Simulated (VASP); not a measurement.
# BN (F-43m) in VASP: vibrations by perturbation theory with LDA

Aim: the vibrations by perturbation theory of BN with LDA.

All numbers are computed with VASP 6.6.1; they aren't measurements. Logs are shortened: lines on timing, memory, paths and dates and some standing lists are left out, and cuts for length are marked.

## Step 1: The cell of the first run

Symmetry: F-43m, No. 216, cubic system. The conventional cell has a = 3.491 Å, b = 3.491 Å, c = 3.491 Å, α = 90.00°, β = 90.00°, γ = 90.00°. Within 2.0 Å of B (site symmetry -43m) lie 4 N at 1.51 Å. Within 2.0 Å of N (site symmetry -43m) lie 4 B at 1.51 Å.

## Step 2: Vibrations by perturbation theory, LDA

The input, INCAR:

```
SYSTEM = BN
PREC = Accurate
ENCUT = 520
EDIFF = 1E-8
ISMEAR = 0
SIGMA = 0.01
LREAL = .FALSE.
LASPH = .TRUE.
NELM = 60
ALGO = Normal
ISIF = 2
LWAVE = .FALSE.
LCHARG = .TRUE.
NBANDS = 11
IBRION = 8
NSW = 1
LEPSILON = .TRUE.
```

The input, KPOINTS:

```
regular mesh
0
G
  12 12 12
  0 0 0
```

The input, POSCAR:

```
BN
1.0
    1.2343025078      0.7126248851      2.0156292736
   -1.2343025078      0.7126248851      2.0156292736
    0.0000000000     -1.4252497703      2.0156292735
B N
1 1
Direct
    1.0412167449      1.0412167449      1.0412167449
    0.2912162551      0.2912162551      0.2912162551
```

Potentials or basis: VASP PAW LDA potentials, release 64 (B, N).

Run with:

```console
$ cat potpaw_LDA.64/B/POTCAR potpaw_LDA.64/N/POTCAR > POTCAR
$ mpirun -np 1 vasp_std > vasp.out
```

OUTCAR:

```text
SYSTEM = BN
   PREC = Accurate
   ENCUT = 520
   EDIFF = 1E-8
   ISMEAR = 0
   LREAL = .FALSE.
   LASPH = .TRUE.
   NELM = 60
   ISIF = 2
   IBRION = 8
   NSW = 1
   LEPSILON = .TRUE.

 ion  position               nearest neighbor table
   1  0.041  0.041  0.041-   2 1.51   2 1.51   2 1.51   2 1.51
   2  0.291  0.291  0.291-   1 1.51   1 1.51   1 1.51   1 1.51

  LATTYP: Found a face centered cubic cell.
 ALAT       =     3.4911597718

  Lattice vectors:

 A1 = (   1.2343025078,   0.7126248851,   2.0156292736)
 A2 = (  -1.2343025078,   0.7126248851,   2.0156292736)
 A3 = (   0.0000000000,  -1.4252497703,   2.0156292735)

Analysis of symmetry for initial positions (statically):
=====================================================================
 Subroutine PRICEL returns:
 Original cell was already a primitive cell.

 Routine SETGRP: Setting up the symmetry group for a
 face centered cubic supercell.

 Subroutine GETGRP returns: Found 24 space group operations
 (whereof  6 operations were pure point group operations)
 out of a pool of 48 trial point group operations.

The static configuration has the point symmetry C_3v.
 The point group associated with its full space group is T_d .

Analysis of symmetry for dynamics (positions and initial velocities):
=====================================================================
 Subroutine PRICEL returns:
 Original cell was already a primitive cell.

 Routine SETGRP: Setting up the symmetry group for a
 face centered cubic supercell.

 Subroutine GETGRP returns: Found 24 space group operations
 (whereof  6 operations were pure point group operations)
 out of a pool of 48 trial point group operations.

The dynamic configuration has the point symmetry C_3v.
 The point group associated with its full space group is T_d .

 Subroutine INISYM returns: Found 24 space group operations
 (whereof  6 operations are pure point group operations),
 and found     1 'primitive' translations

----------------------------------------------------------------------------------------

                                     Primitive cell

  volume of cell :      10.6376

  direct lattice vectors                    reciprocal lattice vectors
     1.234302508  0.712624885  2.015629274     0.405087081  0.233877135  0.165374326
    -1.234302508  0.712624885  2.015629274    -0.405087081  0.233877135  0.165374326
     0.000000000 -1.425249770  2.015629274     0.000000000 -0.467754271  0.165374326

  length of vectors
     2.468622749  2.468622749  2.468622749     0.496127731  0.496127731  0.496127731

  position of ions in fractional coordinates (direct lattice)
     0.041216745  0.041216745  0.041216745
     0.291216255  0.291216255  0.291216255

  ion indices of the primitive-cell ions
   primitive index   ion index
                 1           1
                 2           2

----------------------------------------------------------------------------------------

 KPOINTS: regular mesh

Automatic generation of k-mesh.
 Grid dimensions read from file:
 generate k-points for:   12   12   12

 Generating k-lattice:

  Cartesian coordinates                     Fractional coordinates (reciprocal lattice)
     0.033757257  0.019489761  0.013781194     0.083333333 -0.000000000  0.000000000
    -0.033757257  0.019489761  0.013781194    -0.000000000  0.083333333  0.000000000
     0.000000000 -0.038979523  0.013781194    -0.000000000 -0.000000000  0.083333333

  Length of vectors
     0.041343978  0.041343978  0.041343978

  Shift w.r.t. Gamma in fractional coordinates (k-lattice)
     0.000000000  0.000000000  0.000000000

 Subroutine IBZKPT returns following result:
 ===========================================

 Found     72 irreducible k-points:

 Following reciprocal coordinates:
            Coordinates               Weight
  0.000000  0.000000  0.000000      1.000000
  0.083333 -0.000000  0.000000      8.000000
[... 442 lines left out ...]
    -1.234302508  0.712624885  2.015629274    -0.405087081  0.233877135  0.165374326
     0.000000000 -1.425249770  2.015629274     0.000000000 -0.467754271  0.165374326

 POSITION                                       TOTAL-FORCE (eV/Angst)
 -----------------------------------------------------------------------------------
      0.00000     -0.00000      0.24923         0.000000      0.000000      0.000000
      0.00000     -0.00000      1.76095        -0.000000     -0.000000     -0.000000
 -----------------------------------------------------------------------------------
    total drift:                                0.000000     -0.000000      0.001287

  FREE ENERGIE OF THE ION-ELECTRON SYSTEM (eV)
  ---------------------------------------------------
  free  energy   TOTEN  =       -19.3201108686 eV

  energy  without entropy=      -19.3201108686  energy(sigma->0) =      -19.32011087

 HEAD OF MICROSCOPIC STATIC DIELECTRIC TENSOR (INDEPENDENT PARTICLE, excluding Hartree and local field effects)
 ------------------------------------------------------
           4.652110    -0.000000     0.000000
           0.000000     4.652110     0.000000
          -0.000000     0.000000     4.652211
 ------------------------------------------------------

 Free energy of the ion-electron system (eV)
  ---------------------------------------------------
  ---------------------------------------------------
  free energy    TOTEN  =        -0.10879062 eV

  energy without entropy =       -0.10879062

------------------------ aborting loop because EDIFF is reached ----------------------------------------

--------------------------------------- Ionic step        2  -------------------------------------------

------------------------ aborting loop because EDIFF is reached ----------------------------------------

--------------------------------------- Ionic step        3  -------------------------------------------

------------------------ aborting loop because EDIFF is reached ----------------------------------------

 PIEZOELECTRIC TENSOR FIELD DIRECTION 3  (e Angst)
 -----------------------------------------------------------------------------
     0.39427 -0.00000 -0.00000           (  0.00544 -0.00000  0.00000)
    -0.00000  0.39427  0.00000           ( -0.00000  0.00544  0.00000)
     0.00000  0.00000 -0.78855           (  0.00000  0.00000 -0.01088)

 PIEZOELECTRIC TENSOR FIELD DIRECTION 3  (C/m^2)
 -----------------------------------------------------------------------------
     0.59383 -0.00000 -0.00000
    -0.00000  0.59383  0.00000
     0.00000  0.00000 -1.18767

--------------------------------------- Ionic step        4  -------------------------------------------

------------------------ aborting loop because EDIFF is reached ----------------------------------------

[... ionic steps 5 to 6 ...]

--------------------------------------- Ionic step        7  -------------------------------------------

 Free energy of the ion-electron system (eV)
  ---------------------------------------------------
  ---------------------------------------------------
  free energy    TOTEN  =        -0.22870495 eV

  energy without entropy =       -0.22870495

------------------------ aborting loop because EDIFF is reached ----------------------------------------

 INTERNAL STRAIN TENSOR  FOR ION    2  DIRECTION 1   (eV/Angst):
 -----------------------------------------------------------------------------
     0.00633  5.75376  4.06856
     5.74988  0.00927  0.00112
     4.06582  0.00112  0.00847

 MACROSCOPIC STATIC DIELECTRIC TENSOR (including local field effects in DFT)
 ------------------------------------------------------
           4.504232    -0.000000    -0.000000
          -0.000000     4.504232     0.000000
           0.000000     0.000000     4.504329
 ------------------------------------------------------

 PIEZOELECTRIC TENSOR (including local field effects)  for field in x, y, z        (e  Angst)
          XX          YY          ZZ          XY          YZ          ZX
  --------------------------------------------------------------------------------
  x     0.00000    -0.00000     0.00000     0.55802     0.00000     0.39458
  y     0.55802    -0.55802     0.00000     0.00000     0.39458     0.00000
  z     0.39458     0.39458    -0.78919     0.00000     0.00000    -0.00000

 PIEZOELECTRIC TENSOR (including local field effects)  for field in x, y, z        (C/m^2)
          XX          YY          ZZ          XY          YZ          ZX
  --------------------------------------------------------------------------------
  x     0.00000    -0.00000     0.00000     0.84046     0.00000     0.59430
  y     0.84046    -0.84046     0.00000     0.00000     0.59430     0.00000
  z     0.59430     0.59430    -1.18863     0.00000     0.00000    -0.00000

 BORN EFFECTIVE CHARGES (including local field effects) (in |e|, cummulative output)
 ---------------------------------------------------------------------------------
 ion    1
    1     1.83621     0.00000    -0.00000
    2     0.00000     1.83621     0.00000
    3     0.00000     0.00000     1.83624
 ion    2
    1    -1.83621     0.00000     0.00000
    2     0.00000    -1.83621    -0.00000
    3     0.00000    -0.00000    -1.83624

 INTERNAL STRAIN TENSOR FOR ION    2 for displacements in x,y,z  (eV/Angst):
          X           Y           Z          XY          YZ          ZX
  --------------------------------------------------------------------------------
  x     0.00000     0.00000     0.00000     5.75178    -0.00000     4.06716
  y     5.75178    -5.75178     0.00000    -0.00000     4.06716    -0.00000
  z     4.06716     4.06716    -8.13450     0.00000     0.00000     0.00000

 SECOND DERIVATIVES (NOT SYMMETRIZED)
 ------------------------------------
               1X          1Y          1Z          2X          2Y          2Z
  1X   -30.835521   -0.000000   -0.000000   30.835521    0.000000    0.000000
  1Y     0.000000  -30.835521   -0.000000    0.000000   30.835521    0.000000
  1Z     0.000000   -0.000000  -30.836186    0.000000    0.000000   30.836186
  2X    30.830815    0.000000    0.000000  -30.830815    0.000000   -0.000000
  2Y     0.000000   30.830815    0.000000    0.000000  -30.830815   -0.000000
  2Z     0.000000    0.000000   30.831480   -0.000000   -0.000000  -30.831480

 Eigenvectors and eigenvalues of the dynamical matrix
 ----------------------------------------------------

   1 f  =   35.146739 THz   220.833475 2PiTHz 1172.369026 cm-1   145.355168 meV
             X         Y         Z           dx          dy          dz
      0.000000 -0.000000  0.249233     0.000000    0.000001    0.751213
      0.000000 -0.000000  1.760952    -0.000000   -0.000001   -0.660060
[... 21 lines left out ...]
   6 f/i=    0.001330 THz     0.008357 2PiTHz    0.044364 cm-1     0.005500 meV
             X         Y         Z           dx          dy          dz
      0.000000 -0.000000  0.249233    -0.000001   -0.002133   -0.660056
      0.000000 -0.000000  1.760952    -0.000001   -0.002427   -0.751209

--------------------------------------------------------------------------------------------------------

 MACROSCOPIC STATIC DIELECTRIC TENSOR IONIC CONTRIBUTION
 ------------------------------------------------------
           1.860141    -0.000000    -0.000000
          -0.000000     1.860141     0.000000
          -0.000000     0.000000     1.860181
 ------------------------------------------------------

 ELASTIC MODULI CONTR FROM IONIC RELAXATION (kBar)
 Direction    XX          YY          ZZ          XY          YZ          ZX
 --------------------------------------------------------------------------------
 XX        -236.1186     78.7062    157.4158      0.0000   -111.3086      0.0000
 YY          78.7062   -236.1186    157.4158     -0.0000    111.3086     -0.0000
 ZZ         157.4158    157.4158   -314.8384     -0.0000      0.0000     -0.0000
 XY           0.0000     -0.0000     -0.0000   -157.4124      0.0000   -111.3086
 YZ        -111.3086    111.3086      0.0000      0.0000    -78.7079      0.0000
 ZX           0.0000     -0.0000     -0.0000   -111.3086      0.0000    -78.7079
 --------------------------------------------------------------------------------

 PIEZOELECTRIC TENSOR IONIC CONTR  for field in x, y, z        (C/m^2)
          XX          YY          ZZ          XY          YZ          ZX
  --------------------------------------------------------------------------------
  x     0.00000    -0.00000    -0.00000    -0.50917     0.00000    -0.36004
  y    -0.50917     0.50917    -0.00000     0.00000    -0.36004     0.00000
  z    -0.36004    -0.36004     0.72010     0.00000    -0.00000     0.00000
```

Run time: 3.6 min. Hardware: 1 thread of Intel Xeon Platinum 8488C (Sapphire Rapids), shared host; peak memory 0.22 GiB.

Results:

```
Electronic dielectric tensor (diagonal)                 : 4.50
Born charges (mean of the diagonal)                     : B +1.84; N -1.84 e
Highest phonon frequency at Γ, LO-TO splitting left out : 1172 cm⁻¹
```

Phonon frequencies in cm⁻¹ (negative: imaginary):
| q point | frequencies |
| --- | --- |
| (0.000, 0.000, 0.000) | 0 0 0 1172 1172 1172 |

Electronic dielectric tensor:
```
4.50 0.00 0.00
0.00 4.50 0.00
0.00 0.00 4.50
```

Born effective charge tensors (e):
atom 1, B
```
1.84 0.00 0.00
0.00 1.84 0.00
0.00 0.00 1.84
```
atom 2, N
```
-1.84  0.00  0.00
 0.00 -1.84  0.00
 0.00  0.00 -1.84
```

Caveat: the cell stands under pressure or tension, which shifts response properties.
